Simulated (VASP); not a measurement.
# Li3H2 (P1) in VASP: relaxation of cell and atoms with PBE

Aim: the relaxation of cell and atoms of Li3H2 with PBE.

All numbers are computed with VASP 6.6.1; they aren't measurements. Logs are shortened: lines on timing, memory, paths and dates and some standing lists are left out, and cuts for length are marked.

**1. The cell of the first run**

The typed cell holds 5 atoms: a = 3.670 Å, b = 3.699 Å, c = 4.931 Å, α = 94.89°, β = 104.47°, γ = 111.34°.

The cell was generated, and may not be a known phase.

**2. Relaxation of cell and atoms, PBE**

Contents of INCAR:

```
SYSTEM = Li3H2
PREC = Accurate
ENCUT = 1230
EDIFF = 1E-7
ISMEAR = 0
SIGMA = 0.2
LREAL = .FALSE.
LASPH = .TRUE.
NELM = 120
ALGO = Normal
ISIF = 3
LWAVE = .FALSE.
LCHARG = .FALSE.
GGA = PE
IBRION = 2
NSW = 36
EDIFFG = -0.08
GGA_COMPAT = .FALSE.
NELMIN = 4
```

Contents of KPOINTS:

```
regular mesh
0
G
  5 5 4
  0 0 0
```

Contents of POSCAR:

```
Li3H2
1.0
    3.6697364200      0.0000000000      0.0000000000
   -1.3464597100      3.4456474800      0.0000000000
   -1.2320515800     -0.9331858000      4.6824969000
Li H
3 2
Direct
    0.3900911300      0.6731453000      0.5039580700
    0.6355458500      0.1015313000      0.2705181400
    0.9647841500      0.9130399300      0.9306450100
    0.0423702100      0.3039348500      0.7840947600
    0.2357811600      0.1861389500      0.3005978700
```

Potentials or basis: VASP PAW PBE potentials, release 64 (Li_sv, H_h).

On the command line:

```
$ cat potpaw_PBE.64/Li_sv/POTCAR potpaw_PBE.64/H_h/POTCAR > POTCAR
$ mpirun -np 1 vasp_std > vasp.out
```

OUTCAR:

```text
SYSTEM = Li3H2
   PREC = Accurate
   ENCUT = 1230
   EDIFF = 1E-7
   ISMEAR = 0
   LREAL = .FALSE.
   LASPH = .TRUE.
   NELM = 120
   ISIF = 3
   GGA = PE
   IBRION = 2
   NSW = 36
   EDIFFG = -0.08
   NELMIN = 4

 ion  position               nearest neighbor table
   1  0.390  0.673  0.504-   2 2.11   3 2.40
   2  0.636  0.102  0.271-   5 1.65   1 2.11   3 2.42   3 2.49
   3  0.965  0.913  0.931-   4 1.64   1 2.40   2 2.42   2 2.49
   4  0.042  0.304  0.784-   3 1.64
   5  0.236  0.186  0.301-   2 1.65

  LATTYP: Found a triclinic cell.
 ALAT       =     3.6993837740
 B/A-ratio  =     1.8814433134
 C/A-ratio  =     2.0955487015
 COS(alpha) =     0.0086184521
 COS(beta)  =     0.3988640724
 COS(gamma) =     0.8711122114

  Lattice vectors:

 A1 = (  -1.3464597100,   3.4456474800,   0.0000000000)
 A2 = (   0.9768170000,   6.8912949600,   0.0000000000)
 A3 = (  -6.1074212600,   0.9331858000,  -4.6824969000)

Analysis of symmetry for initial positions (statically):
=====================================================================
 Subroutine PRICEL returns:
 Original cell was already a primitive cell.

 Routine SETGRP: Setting up the symmetry group for a
 triclinic supercell.

 Subroutine GETGRP returns: Found  1 space group operations
 (whereof  1 operations were pure point group operations)
 out of a pool of  2 trial point group operations.

The static configuration has the point symmetry C_1 .

Analysis of symmetry for dynamics (positions and initial velocities):
=====================================================================
 Subroutine PRICEL returns:
 Original cell was already a primitive cell.

 Routine SETGRP: Setting up the symmetry group for a
 triclinic supercell.

 Subroutine GETGRP returns: Found  1 space group operations
 (whereof  1 operations were pure point group operations)
 out of a pool of  2 trial point group operations.

The dynamic configuration has the point symmetry C_1 .

 Subroutine INISYM returns: Found  1 space group operations
 (whereof  1 operations are pure point group operations),
 and found     1 'primitive' translations

----------------------------------------------------------------------------------------

                                     Primitive cell

  volume of cell :      59.2084

  direct lattice vectors                    reciprocal lattice vectors
     3.669736420  0.000000000  0.000000000     0.272499135  0.106484807  0.092921172
    -1.346459710  3.445647480  0.000000000     0.000000000  0.290221216  0.057838867
    -1.232051580 -0.933185800  4.682496900     0.000000000  0.000000000  0.213561273

  length of vectors
     3.669736420  3.699383774  4.930980030     0.306967648  0.295928519  0.213561273

  position of ions in fractional coordinates (direct lattice)
     0.390091130  0.673145300  0.503958070
     0.635545850  0.101531300  0.270518140
     0.964784150  0.913039930  0.930645010
     0.042370210  0.303934850  0.784094760
     0.235781160  0.186138950  0.300597870

  ion indices of the primitive-cell ions
   primitive index   ion index
                 1           1
                 2           2
                 3           3
                 4           4
                 5           5

----------------------------------------------------------------------------------------

 KPOINTS: regular mesh

Automatic generation of k-mesh.
 Grid dimensions read from file:
 generate k-points for:    5    5    4

 Generating k-lattice:

  Cartesian coordinates                     Fractional coordinates (reciprocal lattice)
     0.054499827  0.021296961  0.018584234     0.200000000  0.000000000  0.000000000
     0.000000000  0.058044243  0.011567773     0.000000000  0.200000000  0.000000000
     0.000000000  0.000000000  0.053390318     0.000000000  0.000000000  0.250000000

  Length of vectors
     0.061393530  0.059185704  0.053390318

  Shift w.r.t. Gamma in fractional coordinates (k-lattice)
     0.000000000  0.000000000  0.000000000

 Subroutine IBZKPT returns following result:
 ===========================================

 Found     51 irreducible k-points:

 Following reciprocal coordinates:
            Coordinates               Weight
  0.000000  0.000000  0.000000      1.000000
  0.200000 -0.000000 -0.000000      2.000000
  0.400000  0.000000 -0.000000      2.000000
  0.000000  0.200000 -0.000000      2.000000
  0.200000  0.200000  0.000000      2.000000
  0.400000  0.200000 -0.000000      2.000000
[... 16 lines left out ...]
 -0.200000  0.200000  0.250000      2.000000
  0.000000  0.400000  0.250000      2.000000
 [... further k-points ...]
   k-points           NKPTS =     51   k-points in BZ     NKDIM =     51   number of bands    NBANDS=      9
   number of dos      NEDOS =    301   number of ions     NIONS =      5
   total plane-waves  NPLWV =  98784
   dimension x,y,z NGX =    42 NGY =   42 NGZ =   56
   dimension x,y,z NGXF=    84 NGYF=   84 NGZF=  112
   ions per type =               3   2
   NGX,Y,Z   is equivalent  to a cutoff of  19.03, 18.87, 18.88 a.u.
   NGXF,Y,Z  is equivalent  to a cutoff of  38.05, 37.75, 37.76 a.u.
 SYSTEM =  Li3H2
   PREC   = accura    normal or accurate (medium, high low for compatibility)
   ISTART =      0    job   : 0-new  1-cont  2-samecut
   ICHARG =      2    charge: 1-file 2-atom 10-const
   ISPIN  =      1    spin polarized calculation?
   LNONCOLLINEAR =      F non collinear calculations
   LSORBIT =      F    spin-orbit coupling
   LASPH  =      T    aspherical Exc in radial PAW
   ENCUT  = 1230.0 eV  90.40 Ry    9.51 a.u.  10.49 10.58 14.10*2*pi/ulx,y,z
   NELM   =    120;   NELMIN=  4; NELMDL= -5     # of ELM steps
   EDIFF  = 0.1E-06   stopping-criterion for ELM
   LREAL  =      F    real-space projection
   EDIFFG = -.8E-01   stopping-criterion for IOM
   NSW    =     36    number of steps for IOM
   IBRION =      2    ionic relax: 0-MD 1-quasi-New 2-CG
   NFREE  =      1    steps in history (QN), initial steepest desc. (CG)
   ISIF   =      3    stress and relaxation
   ISYM   =      2    0-nonsym 1-usesym 2-fastsym
   POTIM  = 0.5000    time-step for ionic-motion
   TEBEG  =    0.0;   TEEND  =   0.0 temperature during run
   PSTRESS=    0.0 pullay stress
   NELECT =      11.0000    total number of electrons
   NUPDOWN=      -1.0000    fix difference up-down
   EMIN   =  10.00;   EMAX   =-10.00  energy-range for DOS
   EFERMI =   0.00;   METHOD = LEGACY
   ISMEAR =     0;   SIGMA  =   0.20  broadening in eV -4-tet -1-fermi 0-gaus
   EFERMI_NEDOS =   21; number of points for ismear=-14 and -15
   IALGO  =     38    algorithm
   IMIX   =      4    mixing-type and parameters
     AMIX     =   0.40;   BMIX     =  1.00
     AMIX_MAG =   1.60;   BMIX_MAG =  1.00
  volume/ion in A,a.u.               =      11.84        79.91
  Fermi-wavevector in a.u.,A,eV,Ry     =   0.934139  1.765266 11.872647  0.872615
  Thomas-Fermi vector in A             =   2.060913
   LORBIT       =      0    0 simple, 1 ext, 2 COOP (PROOUT), +10 PAW based schemes
   GGA     = PE    functional components
   LHFCALC =     F    Hartree Fock is set to
   AEXX    =    0.0000 exact exchange contribution
   IVDW    =     0    specifies the selected vdW correction
   LEPSILON=     F    determine dielectric tensor
   LRPA    =     F    only Hartree local field effects (RPA)
 conjugate gradient relaxation of ions
 non-spin polarized calculation
 Gauss-broadening in eV      SIGMA  =   0.20
  energy-cutoff  :     1230.00
  volume of cell :       59.21
 maximum number of plane-waves:      5823
 NGX is ok and might be reduce to    42
   NGX = 21   NGY = 21   NGZ = 29

--------------------------------------- Ionic step        1  -------------------------------------------

 number of electron      11.0000001 magnetization

 Free energy of the ion-electron system (eV)
  ---------------------------------------------------
  ext. energy  EPLUGINS =         0.00000000
  ---------------------------------------------------
  free energy    TOTEN  =       -11.68826017 eV

  energy without entropy =      -11.66928195  energy(sigma->0) =      -11.67877106

------------------------ aborting loop because EDIFF is reached ----------------------------------------

  FORCE on cell =-STRESS in cart. coord.  units (eV):
  Direction    XX          YY          ZZ          XY          YZ          ZX
  --------------------------------------------------------------------------------------
  -------------------------------------------------------------------------------------
  Total        1.2580007     -0.0816476      1.4088747      1.3666662     -1.0597875      0.0889940
  in kB       34.0414652     -2.2093831     38.1241117     36.9819523    -28.6778209      2.4081741
  external PRESSURE =      23.3187313 kB  Pullay stress =       0.0000000 kB
[... 98 lines left out ...]
  FREE ENERGIE OF THE ION-ELECTRON SYSTEM (eV)
  ---------------------------------------------------
  free  energy   TOTEN  =       -12.4631770859 eV

  energy  without entropy=      -12.4413775643  energy(sigma->0) =      -12.45227733

[... ionic steps 4 to 18 ...]

--------------------------------------- Ionic step       19  -------------------------------------------

 number of electron      11.0000000 magnetization

------------------------ aborting loop because EDIFF is reached ----------------------------------------

  FORCE on cell =-STRESS in cart. coord.  units (eV):
  Direction    XX          YY          ZZ          XY          YZ          ZX
  --------------------------------------------------------------------------------------
  -------------------------------------------------------------------------------------
  Total        0.0679512      0.2021475     -0.1027678     -0.0052777      0.1055063     -0.0092690
  in kB        2.1052916      6.2630123     -3.1839904     -0.1635155      3.2688374     -0.2871761
  external PRESSURE =       1.7281045 kB  Pullay stress =       0.0000000 kB
[... 63 lines left out ...]
  energy  without entropy=      -13.9076565333  energy(sigma->0) =      -13.91127907

--------------------------------------- Ionic step       21  -------------------------------------------

 number of electron      11.0000001 magnetization

 Free energy of the ion-electron system (eV)
  ---------------------------------------------------
  ext. energy  EPLUGINS =         0.00000000
  ---------------------------------------------------
  free energy    TOTEN  =       -13.91797002 eV

  energy without entropy =      -13.91082283  energy(sigma->0) =      -13.91439642

 E-fermi :   1.7554     XC(G=0):  -7.9416

 val. band max:        1.7159822627   @ k =   0.0000  -0.2000   0.2500
 cond. band min:       1.9079798226   @ k =   0.0000  -0.4000   0.2500
 fundamental gap:      0.1919975600
 Fermi energy:         1.7554311530

 k-point     1 :       0.0000    0.0000    0.0000
  band No.  band energies     occupation
      1     -44.8620      2.00000
      2     -44.7664      2.00000
      3     -44.7364      2.00000
      4      -5.1547      2.00000
      5      -2.2419      2.00000
      6       2.5346      0.00000
      7       3.1957      0.00000
      8       4.0622      0.00000
      9       6.8222      0.00000
[... 265 lines left out ...]
 k-point    24 :       0.0000    0.4000    0.2500
  band No.  band energies     occupation
      1     -44.8404      2.00000
      2     -44.7419      2.00000
      3     -44.7243      2.00000
      4      -3.3487      2.00000
      5      -1.0776      2.00000
      6       3.6575      0.00000
      7       3.8552      0.00000
      8       5.4080      0.00000
      9       6.2841      0.00000

 [... further k-points ...]

------------------------ aborting loop because EDIFF is reached ----------------------------------------

  FORCE on cell =-STRESS in cart. coord.  units (eV):
  Direction    XX          YY          ZZ          XY          YZ          ZX
  --------------------------------------------------------------------------------------
  -------------------------------------------------------------------------------------
  Total        0.0711949     -0.1498213      0.0102598      0.1310836     -0.0188657     -0.0424842
  in kB        2.1728725     -4.5725567      0.3131285      4.0006799     -0.5757840     -1.2966205
  external PRESSURE =      -0.6955186 kB  Pullay stress =       0.0000000 kB
[... 20 lines left out ...]
  FREE ENERGIE OF THE ION-ELECTRON SYSTEM (eV)
  ---------------------------------------------------
  free  energy   TOTEN  =       -13.9179700198 eV

  energy  without entropy=      -13.9108228292  energy(sigma->0) =      -13.91439642

 reached required accuracy - stopping structural energy minimisation
```

Wall time 14 min (1 thread of Intel Xeon Platinum 8488C (Sapphire Rapids), shared host); peak memory 0.37 GiB.

Results:

- Free energy: -13.9180 eV
- Relaxed volume: 10.50 Å³/atom
- Relaxed cell: a = 4.527 Å, b = 2.734 Å, c = 4.987 Å, α = 74.10°, β = 116.82°, γ = 90.50°
- Space group after relaxing (to 0.1 Å): Imm2 (No. 44)
- Energy gained by relaxing: 445.9 meV/atom
- Ionic steps: 21
- Pressure after relaxing: -0.1 GPa
- Largest force after relaxing: 0.053 eV/Å
- Band gap on the k mesh: zero (an odd number of electrons rules out a gap without spin polarisation)

Forces in eV/Å, atoms in the order of the input:
```
Li  -0.024 -0.025  0.012
Li  -0.027 -0.019 -0.019
Li  -0.008 -0.014 -0.012
H    0.015  0.041 -0.007
H    0.044  0.015  0.025
```

Stress tensor (GPa, compression positive):
```
 0.22  0.40 -0.13
 0.40 -0.46 -0.06
-0.13 -0.06  0.03
```

The path:
| step | energy change (eV) | largest force (eV/Å) | pressure (GPa) | volume (Å³) |
| --- | --- | --- | --- | --- |
| 1 | 0.0000 | 1.5981 | 2.33 | 59.21 |
| 2 | -0.3680 | 1.0464 | 0.85 | 60.68 |
| 3 | -0.7749 | 0.6318 | -0.89 | 63.89 |
| 4 | -0.8142 | 0.6953 | -1.04 | 65.00 |
| 5 | -1.0612 | 0.5298 | -1.43 | 64.48 |
| 6 | -1.4099 | 0.4537 | -1.60 | 62.62 |
| 7 | -1.4485 | 0.5788 | -1.37 | 61.60 |
| 8 | -1.6537 | 0.4321 | -0.96 | 58.63 |
| 9 | -1.7300 | 0.4565 | -0.05 | 56.20 |
| 10 | -1.7338 | 0.5492 | 0.30 | 55.56 |
| 11 | -1.8453 | 0.4246 | 0.23 | 54.82 |
| 12 | -1.8937 | 0.7354 | 0.45 | 53.82 |
| 13 | -1.9731 | 0.5237 | -0.02 | 53.74 |
| 14 | -2.0449 | 0.5894 | -0.63 | 53.38 |
| 15 | -2.1036 | 0.5053 | -0.51 | 52.79 |
| 16 | -2.1834 | 0.2217 | 0.45 | 50.99 |
| 17 | -2.1846 | 0.2156 | 0.22 | 51.27 |
| 18 | -2.2113 | 0.1522 | 0.17 | 51.50 |
| 19 | -2.2210 | 0.1126 | 0.17 | 51.71 |
| 20 | -2.2266 | 0.0856 | 0.07 | 52.03 |
| 21 | -2.2297 | 0.0526 | -0.07 | 52.50 |

Final structure:
```cif
data_structure
_symmetry_space_group_name_H-M 'P 1'
_symmetry_Int_Tables_number 1
_cell_length_a 4.5272
_cell_length_b 2.7339
_cell_length_c 4.9869
_cell_angle_alpha 74.097
_cell_angle_beta 116.823
_cell_angle_gamma 90.497
_cell_volume 52.50
loop_
_atom_site_label
_atom_site_type_symbol
_atom_site_fract_x
_atom_site_fract_y
_atom_site_fract_z
_atom_site_occupancy
Li1 Li 0.33523 0.52418 0.58644 1
Li2 Li 0.70822 0.14854 0.32972 1
Li3 Li 0.03982 0.83685 0.95861 1
H1 H 0.92727 0.49928 0.62334 1
H2 H 0.25803 0.16894 0.29170 1
```

Levels at points of the mesh, in eV from the Fermi level:
```csv
k point,band 2,band 3,band 4,band 5,band 6,band 7,band 8,band 9
"(0.00, 0.00, 0.00)",-46.52,-46.49,-6.91,-4.00,0.78,1.44,2.31,5.07
"(0.00, 0.00, 0.50)",-46.52,-46.49,-6.25,-5.14,-0.78,0.91,6.81,7.79
```

Caveat: the k points lie up to 0.48 Å⁻¹ apart in the final cell, too coarse for converged energies and pressures of a metal; a cell axis changed by over 15 % at a fixed basis, so the end point is rough; the relaxation stopped at a loose force limit of 0.08 eV/Å, so its end isn't a converged minimum.

The gap in the log of VASP goes by the Fermi energy; the results here count the filled bands.